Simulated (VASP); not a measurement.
# Ge2Sb2Te5 in VASP: further runs, part 2 of 2

VASP 6.6.1.

## 4. Single point, BLYP+D3(BJ)

This run uses another cell than the first one, of 31.77 Å³/atom.

Contents of INCAR:

```
SYSTEM = Ge2Sb2Te5
PREC = Accurate ; ENCUT = 520
EDIFF = 1E-6 ; ISMEAR = -1
SIGMA = 0.05 ; LREAL = .False.
LASPH = .True. ; NELM = 60
ALGO = Normal ; ISIF = 2
LWAVE = .False. ; LCHARG = .False.
GGA = B5 ; ALDAX = 1.0
AGGAX = 1.0 ; AGGAC = 1.0
ALDAC = 0.0 ; IVDW = 12
VDW_S6 = 1.0 ; VDW_S8 = 2.6996
VDW_A1 = 0.4298 ; VDW_A2 = 4.2359
NBANDS = 44
```

Contents of KPOINTS:

```
regular mesh
0
Gamma
  5 5 4
  0 0 0
```

Contents of POSCAR:

```
Ge2Sb2Te5
1.0
    6.8654269955     -3.0747122031     -0.0470292028
    6.8654269955      3.0747122031     -0.0470292028
   -6.9043240978      0.0000000000      6.8197354418
Te Sb Ge
5 2 2
Direct
    0.6082060627      0.6082060627      0.4100658692
    0.8040481632      0.8040481632      0.1868971644
   -0.0042801342     -0.0042801342     -0.0071710422
    0.2098358382      0.2098358382      0.8047706100
    0.4184565979      0.4184565979      0.6052433518
    0.8898295422      0.8898295422      0.5720490302
    0.1129749233      0.1129749233      0.4248185887
    0.2726004543      0.2726004543      0.1925962297
    0.4883285525      0.4883285525      0.0107301983
```

Potentials or basis: VASP PAW PBE potentials, release 64 (Te, Sb, Ge_d).

Command:

```console
cat potpaw_PBE.64/Te/POTCAR potpaw_PBE.64/Sb/POTCAR potpaw_PBE.64/Ge_d/POTCAR > POTCAR
mpirun -np 1 vasp_std > vasp.out
```

OUTCAR:

```text
SYSTEM = Ge2Sb2Te5
   PREC = Accurate
   ENCUT = 520
   EDIFF = 1E-6
   ISMEAR = -1
   LREAL = .False.
   LASPH = .True.
   NELM = 60
   ISIF = 2
   GGA = B5
   IVDW = 12
 IVDW          = 12

 ion  position               nearest neighbor table
   1  0.608  0.608  0.410-   9 2.93   6 2.95   7 3.08   7 3.08
   2  0.804  0.804  0.187-   6 3.01   7 3.05   8 3.11   8 3.11
   3  0.996  0.996  0.993-   8 2.77   9 3.09   9 3.09   6 3.21   7 3.24
   4  0.210  0.210  0.805-   9 2.77   7 2.89   6 3.19   8 3.20
   5  0.418  0.418  0.605-   8 2.93   6 3.09   6 3.09   7 3.18
   6  0.890  0.890  0.572-   1 2.95   2 3.01   5 3.09   5 3.09   4 3.19   3 3.21
   7  0.113  0.113  0.425-   4 2.89   2 3.05   1 3.08   1 3.08   5 3.18   3 3.24
   8  0.273  0.273  0.193-   3 2.77   5 2.93   2 3.11   2 3.11   4 3.20
   9  0.488  0.488  0.011-   4 2.77   1 2.93   3 3.09   3 3.09

  Warning from LATTYP: Got some problem with cell dimensions!
  Tried to take original basis but could not verify dimensions!
  LATTYP: Found a base centered monoclinic cell.
 ALAT       =    13.5456358705
 B/A-ratio  =     0.4539782750
 C/A-ratio  =     0.7074693916
 COS(beta)  =    -0.6977225173

  Lattice vectors:
[... 202 lines left out ...]
      2     -18.8774      2.00000
      3     -18.8666      2.00000
      4     -18.8625      2.00000
      5     -18.8576      2.00000
      6     -18.8422      2.00000
[... 1117 lines left out ...]
     43      10.0850      0.00000
     44      10.1453      0.00000

 [... further k-points ...]

------------------------ aborting loop because EDIFF is reached ----------------------------------------

 Edisp (eV)   -8.54010

 E8    (eV) :    -6.4261

  FORCE on cell =-STRESS in cart. coord.  units (eV):
  Direction    XX          YY          ZZ          XY          YZ          ZX
  --------------------------------------------------------------------------------------
  -------------------------------------------------------------------------------------
  Total       0.37347     0.29347     0.37962     0.00000     0.00000     0.00789
  in kB       2.09277     1.64449     2.12720     0.00000     0.00000     0.04421
  external pressure =        1.95 kB  Pullay stress =        0.00 kB

 VOLUME and BASIS-vectors are now :
 -----------------------------------------------------------------------------
  energy-cutoff  :      520.00
  volume of cell :      285.92
      direct lattice vectors                 reciprocal lattice vectors
     6.865426996 -3.074712203 -0.047029203     0.073337285 -0.162616846  0.074246924
     6.865426996  3.074712203 -0.047029203     0.073337285  0.162616846  0.074246924
    -6.904324098  0.000000000  6.819735442     0.001011474  0.000000000  0.147657274

 POSITION                                       TOTAL-FORCE (eV/Angst)
 -----------------------------------------------------------------------------------
      5.51996      0.00000      2.73933        -0.033964      0.000000      0.000412
      9.74987      0.00000      1.19896        -0.000371      0.000000     -0.031974
      6.81727      0.00000      6.67718        -0.020133      0.000000     -0.011411
     -2.67517      0.00000      5.46859        -0.032719      0.000000      0.028314
      1.56697      0.00000      4.08824         0.006457      0.000000      0.018244
      8.26851      0.00000      3.81753         0.013515      0.000000      0.025961
     -1.38184      0.00000      2.88652         0.019942      0.000000     -0.026284
      2.41329      0.00000      1.28781         0.025539      0.000000     -0.000382
      6.63108      0.00000      0.02725         0.021735      0.000000     -0.002879
 -----------------------------------------------------------------------------------
    total drift:                                0.000142     -0.000000      0.000289

  FREE ENERGIE OF THE ION-ELECTRON SYSTEM (eV)
  ---------------------------------------------------
  free  energy   TOTEN  =       -36.0917568134 eV

  energy  without entropy=      -36.0859708514  energy(sigma->0) =      -36.08886383
```

It took 10 min on 1 thread of Oxide Virtual Turin-like, shared host; peak memory 0.69 GiB.

Results:

```yaml
Free_energy: -36.0918 eV
Pressure: 0.2 GPa
Largest_force: 0.043 eV/Å
Band_gap_on_the_k_mesh: 0.22 eV (least direct gap 0.30 eV)
Dispersion_energy_per_atom: -0.949 eV
```

Forces on the atoms (eV/Å):
```
Te  -0.034  0.000  0.000
Te   0.000  0.000 -0.032
Te  -0.020  0.000 -0.011
Te  -0.033  0.000  0.028
Te   0.006  0.000  0.018
Sb   0.014  0.000  0.026
Sb   0.020  0.000 -0.026
Ge   0.026  0.000  0.000
Ge   0.022  0.000 -0.003
```

Caveat: semilocal functionals underestimate gaps, and a narrow one can read as zero; the PAW data sets were made with another functional, which shifts forces and pressure a little; spin-orbit coupling is left out, which moves the levels of the heavy elements.

## 5. The runs side by side

| level | cell | k mesh | gap on the mesh (eV) | pressure (GPa) | largest force (eV/Å) |
| --- | --- | --- | --- | --- | --- |
| PBE | a = 6.747, b = 6.747, c = 8.735 Å, angles 130.8, 130.8, 48.9°, 9 atoms, atomic positions A | 4 × 4 × 3 | none | 20.1 | 0.03 |
| PBE | a = 7.439, b = 7.551, c = 9.672 Å, angles 130.2, 130.1, 48.3°, 9 atoms, atomic positions B | 4 × 4 × 3 | none | -0.2 | 0.15 |
| BLYP+D3(BJ) | a = 7.523, b = 7.523, c = 9.705 Å, angles 130.8, 130.8, 48.2°, 9 atoms, atomic positions C | 5 × 5 × 4 | 0.22 | 0.2 | 0.04 |

Alike in all rows: task single point; potentials or basis VASP PAW PBE potentials, release 64 (Te, Sb, Ge_d); no spin polarisation; cutoff (eV) 520; smearing fermi-dirac 0.05 eV.

Caveats: spin-orbit coupling is left out, which moves the levels of the heavy elements; the cell stands under pressure (at least some runs); semilocal functionals underestimate gaps, and a narrow one can read as zero (at least some runs); the PAW data sets were made with another functional, which shifts forces and pressure a little (at least some runs).

Total energies depend on the potentials used, so only differences within one code and one set of settings carry meaning.
